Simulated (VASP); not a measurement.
CdS (sol): single point with PBEsol

CdS (sol):

```xyz
4
Lattice="4.1663 0.0000 0.0000 -2.0831 3.6081 0.0000 0.0000 0.0000 6.6546" Properties=species:S:1:pos:R:3 pbc="T T T"
Cd    0.0000    2.4054   -0.0127
Cd    2.0831    1.2027    3.3146
S     0.0000    2.4054    2.5215
S     2.0831    1.2027    5.8488
```

This cell differs from its parent crystal: strained cell.

| Property | Result |
| --- | --- |
| Program | VASP 6.6.1 |
| Task | single point |
| Functional | PBEsol |
| Potentials or basis | VASP PAW PBE potentials, release 64 (Cd, S) |
| Cutoff | 520 eV |
| k mesh | 6 × 6 × 4 |
| Occupations | gaussian, width 0.02 eV |
| Spin | no spin polarisation |

```
Pressure               : -0.4 GPa
Band gap on the k mesh : 1.09 eV, direct
```

Stress tensor (GPa, compression positive):
```
-0.64  0.00  0.00
 0.00 -0.64  0.00
 0.00  0.00  0.24
```

Levels at points of the mesh, in eV from the valence-band top:
| k point | band 15 | band 16 | band 17 | band 18 | band 19 | band 20 | band 21 | band 22 |
| --- | --- | --- | --- | --- | --- | --- | --- | --- |
| (0.00, 0.00, 0.00) | -0.79 | -0.01 | -0.01 | 0.00 | 1.09 | 2.55 | 6.31 | 6.31 |
| (0.50, 0.00, 0.00) | -2.64 | -1.93 | -1.27 | -0.78 | 3.64 | 3.68 | 5.07 | 6.40 |
| (0.00, 0.00, 0.50) | -0.41 | -0.41 | -0.41 | -0.41 | 2.71 | 2.71 | 6.11 | 6.11 |
| (0.50, 0.00, 0.50) | -1.39 | -1.39 | -1.26 | -1.26 | 3.40 | 3.40 | 5.27 | 5.27 |

Run time: 28 s on 1 thread of AMD EPYC 9R45 96-Core Processor (Zen 5), with other jobs on the host, peak memory 0.2 GiB.

Caveat: the cell differs from its parent crystal (strained cell); the PAW data sets were made with another functional, which shifts forces and pressure a little.
